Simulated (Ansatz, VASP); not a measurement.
# Two plane-wave programs on Y

```
Y
1.0
     2.55045    2.55045    0.00000
    -2.55045    2.55045    0.00000
     0.00000    0.00000    5.10090
Y
2
Direct
  0.00000 0.00000 0.00000
  0.50000 0.50000 0.50000
```

Alike in both runs: task single point; functional r2SCAN; k mesh 14 × 14 × 10; occupations gaussian, width 0.1 eV; no spin polarisation.

|  | VASP | Ansatz |
| --- | --- | --- |
| version | VASP 6.6.1 | Ansatz 0.2.0 |
| potentials or method | VASP PAW PBE potentials, release 64 (Y_sv), cutoff 520 eV | scalar-relativistic, plane waves, PAW |
| valence electrons in the cell | 22 | 22 |

|  | VASP | Ansatz | Ansatz less VASP |
| --- | --- | --- | --- |
| gap on the k mesh at the Fermi level (eV) | none | none | - |
| pressure (GPa) | 0.1 | 0.0 | -0.07 |

VASP's potentials were made for PBE, not for r2SCAN. A gap of «none» marks a metal or a gap that the smearing closes. With one functional, cell and mesh, what is left measures potentials, basis and numerics.
